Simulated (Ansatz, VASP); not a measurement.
## HfN: VASP beside Ansatz

The input INCAR:

```
PREC     = Accurate       # precision mode
ENCUT    = 520            # plane-wave cutoff, eV
EDIFF    = 1E-6           # SCF threshold, eV
ISMEAR   = -1             # smearing method
SIGMA    = 0.05           # smearing width, eV
LREAL    = F              # projectors in reciprocal space
LASPH    = T              # aspherical terms in the spheres
NELM     = 100            # most SCF steps
ALGO     = Normal         # electronic algorithm
ISIF     = 2              # what is computed and relaxed
LWAVE    = F              # write WAVECAR
LCHARG   = F              # write CHGCAR
GGA      = PE             # functional
NBANDS   = 14             # bands
```

File KPOINTS:

```
regular mesh
0
Gamma
  8 8 8
```

POSCAR

```
HfN
1.0
    0.0000000000      2.4132048419      2.4132048419
    2.4132048419      0.0000000000      2.4132048419
    2.4132048419      2.4132048419      0.0000000000
Hf N
1 1
Direct
    0.0000000000      0.0000000000      0.0000000000
    0.7500000000      0.7500000000      0.7500000000
```

Input for Ansatz:

```yaml
crystal:
  lattice:
    - [0.0, 2.4132048419037275, 2.4132048419037275]
    - [2.4132048419037275, 0.0, 2.4132048419037275]
    - [2.4132048419037275, 2.4132048419037275, 0.0]
  atoms:
    - { symbol: Hf, position: [0.0, 0.0, 0.0] }
    - { symbol: "N", position: [0.75, 0.75, 0.75] }
basis:
  ecutwfc: 510.0
kpoints:
  mp_grid:
    grid: [8, 8, 8]
hamiltonian:
  xc: pbe
scf:
  occupations:
    method: fermi_dirac
    width: 0.05
output:
  stress: true
```

Alike in both runs: task single point; functional PBE; k mesh 8 × 8 × 8; occupations fermi-dirac, width 0.05 eV; no spin polarisation.

```csv
,VASP,Ansatz
version,VASP 6.6.1,Ansatz 0.2.0
potentials or method,"VASP PAW PBE potentials, release 64 (Hf_pv, N), cutoff 520 eV","plane waves, PAW"
valence electrons in the cell,15,31
```

```csv
,VASP,Ansatz,Ansatz less VASP
pressure (GPa),10.5,11.5,+0.97
```

VASP's potentials hold 15 valence electrons a cell and Ansatz's 31, so a difference there can come from the potentials and not from the codes.

Spin-orbit coupling is off throughout.
